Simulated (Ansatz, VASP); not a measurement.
Ge: VASP beside Ansatz

```
CELL_PARAMETERS angstrom
-1.60842 1.60842 1.87318
1.60842 -1.60842 1.87318
1.60842 1.60842 -1.87318
ATOMIC_POSITIONS crystal
Ge 0.50000 0.50000 0.00000
```

Alike in both runs: functional PBEsol-based screened hybrid with a share of 0.25 of exact exchange and HFSCREEN = 0.207; k mesh 6 × 6 × 6; occupations fermi-dirac, width 0.05 eV; no spin polarisation.

|  | VASP | Ansatz |
| --- | --- | --- |
| version | VASP 6.6.1 | Ansatz 0.2.0 |
| potentials or method | VASP PAW PBE potentials, release 64 (Ge_d) | Ansatz PAW |
| plane-wave cutoff (eV) | 520 | 420 |
| valence electrons in the cell | 14 | 14 |
| task | single point | band structure |

```tsv
	VASP	Ansatz	Ansatz less VASP
gap on the k mesh at the Fermi level (eV)	none	none	-
pressure (GPa)	-3.4	-3.5	-0.12
traceless stress, the component that is largest in VASP (GPa)	-7.01	-7.01	+0.007
```

VASP's potentials were made for PBE, not for PBEsol-based screened hybrid. A gap of «none» marks a metal or a gap that the smearing closes. The functional is the same, so the differences come from potentials, cutoffs and numerics.

The k mesh is coarse, so the values compare programs but aren't converged.
